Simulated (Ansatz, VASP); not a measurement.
## Ti in VASP and in Ansatz

POSCAR

```
Ti
1.0
   -1.6075008044      1.6075008044      1.6075008044
    1.6075008044     -1.6075008044      1.6075008044
    1.6075008044      1.6075008044     -1.6075008044
Ti
1
Direct
    0.0000000000      0.0000000000      0.0000000000
```

INCAR.step1

```
ALGO = Normal
EDIFF = 1E-5
ENCUT = 520
GGA = PE
ISIF = 2
ISMEAR = -1
LASPH = True
LCHARG = False
LREAL = False
LWAVE = True
NBANDS = 12
NELM = 60
PREC = Accurate
SIGMA = 0.05
```

INCAR.step2

```
AEXX = 0.5
AGGAC = 1.0
AGGAX = 0.5
ALDAC = 0.0
ALDAX = 0.5
ALGO = Normal
EDIFF = 1E-6
ENCUT = 520
GGA = B5
ISIF = 2
ISMEAR = -1
ISTART = 1
LASPH = True
LCHARG = False
LHFCALC = True
LREAL = False
LWAVE = False
NBANDS = 12
NELM = 60
PREC = Accurate
PRECFOCK = Normal
SIGMA = 0.05
```

The input KPOINTS:

```
k-points
0
Gamma
  6 6 6
```

File input.yaml:

```yaml
crystal:
  lattice:
    - [-1.6075008044, 1.6075008044, 1.6075008044]
    - [1.6075008044, -1.6075008044, 1.6075008044]
    - [1.6075008044, 1.6075008044, -1.6075008044]
  atoms:
    - { symbol: Ti, position: [0.0, 0.0, 0.0] }
hamiltonian:
  xc: { name: BHLYP }
  pseudopotentials: { kind: paw }
kpoints:
  mp_grid: { grid: [6, 6, 6] }
scf:
  occupations: { method: fermi_dirac, width: 0.05 }
output:
  forces: true
  stress: true
  eigenvalues: true
```

Alike in both runs: task single point; functional BHLYP; k mesh 6 × 6 × 6; occupations fermi-dirac, width 0.05 eV; no spin polarisation.

|  | VASP | Ansatz |
| --- | --- | --- |
| version | VASP 6.6.1 | Ansatz 0.2.0 |
| potentials or method | VASP PAW PBE potentials, release 64 (Ti_sv) | Ansatz PAW |
| plane-wave cutoff (eV) | 520 | 420 |
| valence electrons in the cell | 12 | 12 |

```tsv
	VASP	Ansatz	Ansatz less VASP
gap on the k mesh at the Fermi level (eV)	none	none	-
pressure (GPa)	6.3	7.6	+1.27
```

VASP's potentials were made for PBE, not for BHLYP. A gap of «none» marks a metal or a gap that the smearing closes.

The k mesh is coarse, so the values compare programs but aren't converged.
